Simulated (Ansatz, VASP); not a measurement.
## Two plane-wave programs on W

File INCAR:

```
PREC     = Accurate       # precision mode
ENCUT    = 520            # plane-wave cutoff, eV
EDIFF    = 1E-6           # SCF threshold, eV
ISMEAR   = 0              # smearing method
SIGMA    = 0.01           # smearing width, eV
LREAL    = F              # projectors in reciprocal space
LASPH    = T              # aspherical terms in the spheres
NELM     = 100            # most SCF steps
ALGO     = Normal         # electronic algorithm
ISIF     = 2              # what is computed and relaxed
LWAVE    = F              # write WAVECAR
LCHARG   = T              # write CHGCAR
GGA      = CA             # functional
LELF     = T              # ELF
LVHAR    = T            
NBANDS   = 13             # bands
```

Contents of KPOINTS:

```
regular mesh
0
Gamma
  14 14 14
```

The input POSCAR:

```
W
1.0
   -1.5676867250      1.5676867250      1.5676867250
    1.5676867250     -1.5676867250      1.5676867250
    1.5676867250      1.5676867250     -1.5676867250
W
1
Direct
    0.0000000000      0.0000000000      0.0000000000
```

Input for Ansatz:

```yaml
crystal:
  lattice:
    - [-1.567686725, 1.567686725, 1.567686725]
    - [1.567686725, -1.567686725, 1.567686725]
    - [1.567686725, 1.567686725, -1.567686725]
  atoms:
    - { symbol: W, position: [0.0, 0.0, 0.0] }
hamiltonian:
  xc: lda
  pseudopotentials:
    kind: paw
    azcp:
      W: "pseudopotentials/W.paw.azcp"
basis:
  ecutwfc: 420
  fft_grid_basis: typed
kpoints:
  mp_grid: { grid: [14, 14, 14], shift: [0, 0, 0] }
magnetization:
  spin_polarized: false
scf:
  occupations: { method: gaussian, width: 0.01 }
  lower_state_search: "off"
output:
  stress: true
  write_density: true
  write_potential: true
  elf: true
  volumetric_format: npy
```

Alike in both runs: task single point; functional LDA; k mesh 14 × 14 × 14; occupations gaussian, width 0.01 eV; no spin polarisation.

```csv
,VASP,Ansatz
version,VASP 6.6.1,Ansatz 0.2.0
potentials or method,"VASP PAW LDA potentials, release 64 (W_sv), cutoff 520 eV","plane waves (420 eV) with PAW, scalar-relativistic"
valence electrons in the cell,14,14
```

```csv
,VASP,Ansatz,Ansatz less VASP
pressure (GPa),1.8,-0.1,-1.91
```

Ansatz warns that its potentials were made for another functional, while VASP's fit it. LDA's correlation is that of Perdew and Zunger in VASP and of Perdew and Wang (1992) in Ansatz.

Neither program's run includes spin-orbit coupling.
